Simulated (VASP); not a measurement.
# GaS2 (P-3m1) in VASP: notebook, part 2 of 3

VASP 6.6.1. The steps go on from the part before.

### Step 3. Single point, PBE

This run uses another cell than the first one, of 22.03 Å³/atom.

INCAR

```
ALGO = Normal
EDIFF = 1E-6
ENCUT = 520
GGA = PE
ISIF = 2
ISMEAR = 0
LASPH = True
LCHARG = False
LREAL = False
LWAVE = False
NBANDS = 20
NELM = 60
PREC = Accurate
SIGMA = 0.1
```

KPOINTS

```
k-points
0
Gamma
  6 6 4
```

POSCAR

```
GaS2
1.0
    3.3543669141      0.0000000030      0.0000000000
   -1.6771834596      2.9049669598      0.0000000000
    0.0000000000      0.0000000000      6.7813299725
Ga S
1 2
Direct
    0.0000000000      0.0000000000      0.0000000000
    0.3333333333      0.6666666667      0.2197698205
    0.6666666667      0.3333333333      0.7802301795
```

Potentials or basis: VASP PAW PBE potentials, release 64 (Ga_d, S).

On the command line:

```bash
$ cat potpaw_PBE.64/Ga_d/POTCAR potpaw_PBE.64/S/POTCAR > POTCAR
$ mpirun -np 1 vasp_std > vasp.out
```

OUTCAR:

```text
EDIFF = 1E-6
   ENCUT = 520
   GGA = PE
   ISIF = 2
   ISMEAR = 0
   LASPH = True
   LREAL = False
   NELM = 60
   PREC = Accurate

 ion  position               nearest neighbor table
   1  0.000  0.000  0.000-   2 2.44   3 2.44   3 2.44   2 2.44   3 2.44   2 2.44
   2  0.333  0.667  0.220-   1 2.44   1 2.44   1 2.44
   3  0.667  0.333  0.780-   1 2.44   1 2.44   1 2.44

  LATTYP: Found a hexagonal cell.
 ALAT       =     3.3543669141
 C/A-ratio  =     2.0216422789

  Lattice vectors:

 A1 = (   3.3543669141,   0.0000000030,   0.0000000000)
 A2 = (  -1.6771834596,   2.9049669598,   0.0000000000)
 A3 = (   0.0000000000,   0.0000000000,   6.7813299725)

Analysis of symmetry for initial positions (statically):
=====================================================================
 Subroutine PRICEL returns:
 Original cell was already a primitive cell.

 Routine SETGRP: Setting up the symmetry group for a
 hexagonal supercell.

 Subroutine GETGRP returns: Found 12 space group operations
 (whereof 12 operations were pure point group operations)
 out of a pool of 24 trial point group operations.

The static configuration has the point symmetry D_3d.

Analysis of symmetry for dynamics (positions and initial velocities):
=====================================================================
 Subroutine PRICEL returns:
 Original cell was already a primitive cell.

 Routine SETGRP: Setting up the symmetry group for a
 hexagonal supercell.

 Subroutine GETGRP returns: Found 12 space group operations
 (whereof 12 operations were pure point group operations)
 out of a pool of 24 trial point group operations.

The dynamic configuration has the point symmetry D_3d.

 Subroutine INISYM returns: Found 12 space group operations
[... 110 lines left out ...]
   NUPDOWN=      -1.0000    fix difference up-down
   EMIN   =  10.00;   EMAX   =-10.00  energy-range for DOS
   EFERMI =   0.00;   METHOD = LEGACY
   ISMEAR =     0;   SIGMA  =   0.10  broadening in eV -4-tet -1-fermi 0-gaus
   EFERMI_NEDOS =   21; number of points for ismear=-14 and -15
   IALGO  =     38    algorithm
   IMIX   =      4    mixing-type and parameters
     AMIX     =   0.40;   BMIX     =  1.00
     AMIX_MAG =   1.60;   BMIX_MAG =  1.00
  volume/ion in A,a.u.               =      22.03       148.64
  Fermi-wavevector in a.u.,A,eV,Ry     =   1.184039  2.237509 19.074661  1.401948
  Thomas-Fermi vector in A             =   2.320261
   LORBIT       =      0    0 simple, 1 ext, 2 COOP (PROOUT), +10 PAW based schemes
   GGA     = PE    functional components
   LHFCALC =     F    Hartree Fock is set to
   AEXX    =    0.0000 exact exchange contribution
   IVDW    =     0    specifies the selected vdW correction
   LEPSILON=     F    determine dielectric tensor
   LRPA    =     F    only Hartree local field effects (RPA)
 non-spin polarized calculation
 Gauss-broadening in eV      SIGMA  =   0.10
  energy-cutoff  :      520.00
  volume of cell :       66.08
 maximum number of plane-waves:      1789
 NGX is ok and might be reduce to    28
   NGX = 13   NGY = 13   NGZ = 25

 number of electron      25.0000001 magnetization

 Free energy of the ion-electron system (eV)
  ---------------------------------------------------
  ext. energy  EPLUGINS =         0.00000000
  ---------------------------------------------------
  free energy    TOTEN  =       -11.65566073 eV

  energy without entropy =      -11.65039970  energy(sigma->0) =      -11.65303022

 E-fermi :   2.5629     XC(G=0):  -9.2005

 val. band max:        2.5590268889   @ k =   0.5000  -0.0000   0.5000
 cond. band min:       2.5883839553   @ k =   0.5000  -0.0000   0.2500
 fundamental gap:      0.0293570664
 Fermi energy:         2.5628991094

 k-point     1 :       0.0000    0.0000    0.0000
  band No.  band energies     occupation
      1     -11.4573      2.00000
      2     -11.4573      2.00000
      3     -11.4204      2.00000
      4     -11.3552      2.00000
      5     -11.3552      2.00000
      6     -11.2588      2.00000
[... 541 lines left out ...]
     19      13.4528      0.00000
     20      13.7342      0.00000

------------------------ aborting loop because EDIFF is reached ----------------------------------------

  FORCE on cell =-STRESS in cart. coord.  units (eV):
  Direction    XX          YY          ZZ          XY          YZ          ZX
  --------------------------------------------------------------------------------------
  -------------------------------------------------------------------------------------
  Total        0.0001175      0.0001175      0.1280944      0.0000000      0.0000000      0.0000000
  in kB        0.0028486      0.0028486      3.1058044      0.0000000      0.0000000      0.0000000
  external PRESSURE =       1.0371672 kB  Pullay stress =       0.0000000 kB

 VOLUME and BASIS-vectors are now :
 -----------------------------------------------------------------------------
  energy-cutoff  :      520.00
  volume of cell :       66.08
      direct lattice vectors                 reciprocal lattice vectors
     3.354366914  0.000000003  0.000000000     0.298118848  0.172118997  0.000000000
    -1.677183460  2.904966960  0.000000000    -0.000000000  0.344237994  0.000000000
     0.000000000  0.000000000  6.781329973     0.000000000  0.000000000  0.147463699

 POSITION                                       TOTAL-FORCE (eV/Angst)
 -----------------------------------------------------------------------------------
      0.00000      0.00000      0.00000         0.000000      0.000000      0.000000
     -0.00000      1.93664      1.49033        -0.000000     -0.000000      0.001344
      1.67718      0.96832      5.29100        -0.000000      0.000000     -0.001344
 -----------------------------------------------------------------------------------
    total drift:                               -0.000000     -0.000000      0.000000

  FREE ENERGIE OF THE ION-ELECTRON SYSTEM (eV)
  ---------------------------------------------------
  free  energy   TOTEN  =       -11.6556607304 eV

  energy  without entropy=      -11.6503997007  energy(sigma->0) =      -11.65303022
```

Run time: 16 s. Hardware: 1 thread of Intel Xeon 6975P-C (Granite Rapids), shared host; peak memory 0.19 GiB.

What came out:

```
Free energy            : -11.6557 eV
Pressure               : 0.1 GPa
Band gap on the k mesh : zero (an odd number of electrons rules out a gap without spin polarisation)
```

Stress tensor (GPa, compression positive):
```
0.00 0.00 0.00
0.00 0.00 0.00
0.00 0.00 0.31
```

Levels at points of the mesh, in eV from the Fermi level:
| k point | band 10 | band 11 | band 12 | band 13 | band 14 | band 15 |
| --- | --- | --- | --- | --- | --- | --- |
| (0.00, 0.00, 0.00) | 0.42 | 0.42 | 0.57 | 0.57 | 3.85 | 5.91 |
| (0.50, 0.00, 0.00) | -2.29 | -1.53 | -0.71 | 0.05 | 2.46 | 5.81 |
| (0.00, 0.00, 0.50) | 0.41 | 0.41 | 0.59 | 0.59 | 4.88 | 5.92 |
| (0.50, 0.00, 0.50) | -1.98 | -1.50 | -0.60 | 0.00 | 2.25 | 5.70 |

Caveat: the k points lie up to 0.36 Å⁻¹ apart, too coarse for converged energies and pressures of a metal; this functional lacks dispersion, which binds the layers, so the pressure and a relaxed spacing across them are unreliable.

### Step 4. Relaxation of cell and atoms, PBE

INCAR

```
SYSTEM = GaS2
PREC = Accurate ; ENCUT = 600
EDIFF = 1E-6 ; ISMEAR = 0
SIGMA = 0.1 ; LREAL = .False.
LASPH = .True. ; NELM = 80
ALGO = Normal ; ISIF = 3
LWAVE = .False. ; LCHARG = .False.
GGA = PE ; IBRION = 2
NSW = 90 ; EDIFFG = -0.04
```

KPOINTS

```
Automatic mesh
0
Gamma
  6 6 4
  0 0 0
```

POSCAR

```
GaS2
1.0
    3.2800307300      0.0000000000      0.0000000000
   -1.6400153700      2.8405899400      0.0000000000
    0.0000000000      0.0000000000      5.9969323300
Ga S
1 2
Direct
    0.0000000000      0.0000000000      0.0000000000
    0.3333333300      0.6666666700      0.2500000000
    0.6666666700      0.3333333300      0.7500000000
```

Potentials or basis: VASP PAW PBE potentials, release 64 (Ga_d, S).

On the command line:

```bash
$ cat potpaw_PBE.64/Ga_d/POTCAR potpaw_PBE.64/S/POTCAR > POTCAR
$ mpirun -np 1 vasp_std > vasp.out
```

OUTCAR:

```text
SYSTEM = GaS2
   PREC = Accurate
   ENCUT = 600
   EDIFF = 1E-6
   ISMEAR = 0
   LREAL = .False.
   LASPH = .True.
   NELM = 80
   ISIF = 3
   GGA = PE
   IBRION = 2
   NSW = 90
   EDIFFG = -0.04

 ion  position               nearest neighbor table
   1  0.000  0.000  0.000-   2 2.42   3 2.42   3 2.42   2 2.42   3 2.42   2 2.42
   2  0.333  0.667  0.250-   1 2.42   1 2.42   1 2.42
   3  0.667  0.333  0.750-   1 2.42   1 2.42   1 2.42

  LATTYP: Found a hexagonal cell.
 ALAT       =     3.2800307300
 C/A-ratio  =     1.8283158981

  Lattice vectors:

 A1 = (   3.2800307300,   0.0000000000,   0.0000000000)
 A2 = (  -1.6400153700,   2.8405899400,   0.0000000000)
 A3 = (   0.0000000000,   0.0000000000,   5.9969323300)

Analysis of symmetry for initial positions (statically):
=====================================================================
 Subroutine PRICEL returns:
 Original cell was already a primitive cell.

 Routine SETGRP: Setting up the symmetry group for a
 hexagonal supercell.

 Subroutine GETGRP returns: Found 12 space group operations
 (whereof 12 operations were pure point group operations)
 out of a pool of 24 trial point group operations.

The static configuration has the point symmetry D_3d.

Analysis of symmetry for dynamics (positions and initial velocities):
=====================================================================
 Subroutine PRICEL returns:
 Original cell was already a primitive cell.

 Routine SETGRP: Setting up the symmetry group for a
 hexagonal supercell.

 Subroutine GETGRP returns: Found 12 space group operations
 (whereof 12 operations were pure point group operations)
 out of a pool of 24 trial point group operations.

The dynamic configuration has the point symmetry D_3d.

 Subroutine INISYM returns: Found 12 space group operations
 (whereof 12 operations are pure point group operations),
 and found     1 'primitive' translations

----------------------------------------------------------------------------------------

[... 97 lines left out ...]
   IBRION =      2    ionic relax: 0-MD 1-quasi-New 2-CG
   NFREE  =      1    steps in history (QN), initial steepest desc. (CG)
   ISIF   =      3    stress and relaxation
   ISYM   =      2    0-nonsym 1-usesym 2-fastsym
   POTIM  = 0.5000    time-step for ionic-motion
   TEBEG  =    0.0;   TEEND  =   0.0 temperature during run
   PSTRESS=    0.0 pullay stress
   NELECT =      25.0000    total number of electrons
   NUPDOWN=      -1.0000    fix difference up-down
   EMIN   =  10.00;   EMAX   =-10.00  energy-range for DOS
   EFERMI =   0.00;   METHOD = LEGACY
   ISMEAR =     0;   SIGMA  =   0.10  broadening in eV -4-tet -1-fermi 0-gaus
   EFERMI_NEDOS =   21; number of points for ismear=-14 and -15
   IALGO  =     38    algorithm
   IMIX   =      4    mixing-type and parameters
     AMIX     =   0.40;   BMIX     =  1.00
     AMIX_MAG =   1.60;   BMIX_MAG =  1.00
  volume/ion in A,a.u.               =      18.62       125.69
  Fermi-wavevector in a.u.,A,eV,Ry     =   1.252131  2.366184 21.331637  1.567831
  Thomas-Fermi vector in A             =   2.386045
   LORBIT       =      0    0 simple, 1 ext, 2 COOP (PROOUT), +10 PAW based schemes
   GGA     = PE    functional components
   LHFCALC =     F    Hartree Fock is set to
   AEXX    =    0.0000 exact exchange contribution
   IVDW    =     0    specifies the selected vdW correction
   LEPSILON=     F    determine dielectric tensor
   LRPA    =     F    only Hartree local field effects (RPA)
 conjugate gradient relaxation of ions
 non-spin polarized calculation
 Gauss-broadening in eV      SIGMA  =   0.10
  energy-cutoff  :      600.00
  volume of cell :       55.87
 maximum number of plane-waves:      1907
 NGX is ok and might be reduce to    28
   NGX = 13   NGY = 13   NGZ = 23

--------------------------------------- Ionic step        1  -------------------------------------------

 number of electron      25.0000008 magnetization

 Free energy of the ion-electron system (eV)
  ---------------------------------------------------
  ext. energy  EPLUGINS =         0.00000000
  ---------------------------------------------------
  free energy    TOTEN  =       -11.54597024 eV

  energy without entropy =      -11.53899303  energy(sigma->0) =      -11.54248163

 E-fermi :   4.3326     XC(G=0): -10.2210

 val. band max:        4.3251209066   @ k =   0.1667   0.1667   0.0000
 cond. band min:       4.3376292364   @ k =   0.5000   0.0000   0.2500
 fundamental gap:      0.0125083298
 Fermi energy:         4.3326214794
[... 1012 lines left out ...]
      3     -10.8326      2.00000
      4     -10.8326      2.00000
      5     -10.7954      2.00000
      6      -7.8507      2.00000
[... 8 lines left out ...]
     15       9.1525      0.00000
     16       9.1525      0.00000

[... ionic steps 4 to 14 ...]

--------------------------------------- Ionic step       15  -------------------------------------------

 number of electron      25.0000008 magnetization

------------------------ aborting loop because EDIFF is reached ----------------------------------------
[... 69 lines left out ...]
--------------------------------------- Ionic step       17  -------------------------------------------

 number of electron      25.0000011 magnetization

 Free energy of the ion-electron system (eV)
  ---------------------------------------------------
  ext. energy  EPLUGINS =         0.00000000
  ---------------------------------------------------
  free energy    TOTEN  =       -11.65577927 eV

  energy without entropy =      -11.65090929  energy(sigma->0) =      -11.65334428

 E-fermi :   2.2889     XC(G=0):  -9.0091

 val. band max:        2.1590546561   @ k =   0.1667   0.1667   0.0000
 cond. band min:       2.2978204147   @ k =   0.5000   0.0000   0.5000
 fundamental gap:      0.1387657586
 Fermi energy:         2.2889102396
[... 484 lines left out ...]
  FREE ENERGIE OF THE ION-ELECTRON SYSTEM (eV)
  ---------------------------------------------------
  free  energy   TOTEN  =       -11.6557792716 eV

  energy  without entropy=      -11.6509092850  energy(sigma->0) =      -11.65334428

 reached required accuracy - stopping structural energy minimisation
```

OSZICAR:

```text
N       E                     dE             d eps       ncg     rms          rms(c)
DAV:   1     0.161703367642E+03    0.16170E+03   -0.13434E+04   792   0.228E+03
DAV:   2     0.192094852215E+01   -0.15978E+03   -0.15774E+03   904   0.416E+02
DAV:   3    -0.114662919699E+02   -0.13387E+02   -0.13287E+02   976   0.992E+01
[... 153 lines left out ...]
DAV:   3    -0.116558787772E+02    0.16410E-02   -0.32319E-03   976   0.987E-01    0.717E-02
DAV:   4    -0.116557871406E+02    0.91637E-04   -0.45810E-04   992   0.251E-01    0.307E-02
DAV:   5    -0.116557777757E+02    0.93649E-05   -0.42257E-05  1232   0.806E-02    0.647E-03
DAV:   6    -0.116557790797E+02   -0.13040E-05   -0.38945E-06   920   0.274E-02    0.389E-03
DAV:   7    -0.116557792716E+02   -0.19192E-06   -0.59947E-07   656   0.880E-03
  17 F= -.11655779E+02 E0= -.11653344E+02  d E =-.469137E-03
```

CONTCAR:

```text
GaS2
   1.00000000000000
     3.3564941536492445   -0.0000000001201735   -0.0000000000000001
    -1.6782470820452551    2.9068092075712242    0.0000000000000001
     0.0000000000000002   -0.0000000000000000    6.9771073278285449
  Ga              S
     1     2
Direct
     0.0000000000000000    0.0000000000000000    0.0000000000000000
     0.3333333300000021    0.6666666699999979    0.2137656167784923
     0.6666666699999979    0.3333333300000021    0.7862343832215080

  0.00000000E+00  0.00000000E+00  0.00000000E+00
  0.00000000E+00  0.00000000E+00  0.00000000E+00
  0.00000000E+00  0.00000000E+00  0.00000000E+00
```

Wall time 2.1 min (1 thread of Intel Xeon 6975P-C (Granite Rapids), shared host); peak memory 0.21 GiB.

What came out:

* Free energy: -11.6558 eV
* Relaxed volume: 22.69 Å³/atom
* Relaxed cell: a = 3.356 Å, b = 3.356 Å, c = 6.977 Å, α = 90.00°, β = 90.00°, γ = 120.00°
* Space group after relaxing (to 0.1 Å): P-3m1 (No. 164)
* Energy gained by relaxing: 36.6 meV/atom
* Ionic steps: 17
* Pressure after relaxing: -0.1 GPa
* Largest force after relaxing: 0.007 eV/Å
* Band gap on the k mesh: zero (an odd number of electrons rules out a gap without spin polarisation)

Forces on the atoms (eV/Å):
```
Ga   0.000  0.000  0.000
S    0.000  0.000 -0.007
S    0.000  0.000  0.007
```

Stress tensor (GPa, compression positive):
```
-0.16  0.00  0.00
 0.00 -0.16  0.00
 0.00  0.00  0.03
```

The path:
```
step  energy change (eV)  largest force (eV/Å)  pressure (GPa)  volume (Å³)
   1              0.0000                0.0384            4.51        55.87
   2             -0.0373                0.5760           -1.47        60.22
   3             -0.0426                0.4436           -0.08        59.02
   4             -0.0574                0.2664            0.08        59.62
   5             -0.0634                0.0108            0.27        60.57
   6             -0.0638                0.0472            0.24        60.37
   7             -0.0704                0.0618            0.06        60.92
   8             -0.0862                0.1102           -0.47        62.55
   9             -0.1005                0.2120           -1.06        65.78
  10             -0.1050                0.1306           -0.49        65.74
  11             -0.1072                0.0225            0.29        65.69
  12             -0.1072                0.0172            0.31        65.69
  13             -0.1076                0.0103            0.30        65.88
  14             -0.1085                0.0109            0.30        66.44
  15             -0.1093                0.0557            0.24        67.57
  16             -0.1095                0.0553           -0.32        68.47
  17             -0.1098                0.0066           -0.10        68.07
```

Final structure:
```cif
data_structure
_symmetry_space_group_name_H-M 'P 1'
_symmetry_Int_Tables_number 1
_cell_length_a 3.3565
_cell_length_b 3.3565
_cell_length_c 6.9771
_cell_angle_alpha 90.000
_cell_angle_beta 90.000
_cell_angle_gamma 120.000
_cell_volume 68.07
loop_
_atom_site_label
_atom_site_type_symbol
_atom_site_fract_x
_atom_site_fract_y
_atom_site_fract_z
_atom_site_occupancy
Ga1 Ga 0.00000 0.00000 0.00000 1
S1 S 0.33333 0.66667 0.21377 1
S2 S 0.66667 0.33333 0.78623 1
```

Levels at points of the mesh, in eV from the Fermi level:
```csv
k point,band 8,band 9,band 10,band 11,band 12,band 13,band 14,band 15,band 16
"(0.00, 0.00, 0.00)",-5.14,-0.86,0.42,0.42,0.58,0.58,3.85,5.91,7.20
"(0.50, 0.00, 0.00)",-6.12,-4.56,-2.24,-1.52,-0.68,0.05,2.43,5.82,6.52
"(0.00, 0.00, 0.50)",-4.83,-1.59,0.41,0.41,0.59,0.59,4.80,5.91,7.17
"(0.50, 0.00, 0.50)",-6.15,-4.63,-2.01,-1.50,-0.61,0.01,2.27,5.76,6.18
```

Caveat: the k points lie up to 0.36 Å⁻¹ apart in the final cell, too coarse for converged energies and pressures of a metal; the volume moved by over 15 % at a fixed basis, so the end points are rough; this functional lacks dispersion, which binds the layers, so the pressure and a relaxed spacing across them are unreliable.

(Continued in part 3 of 3.)
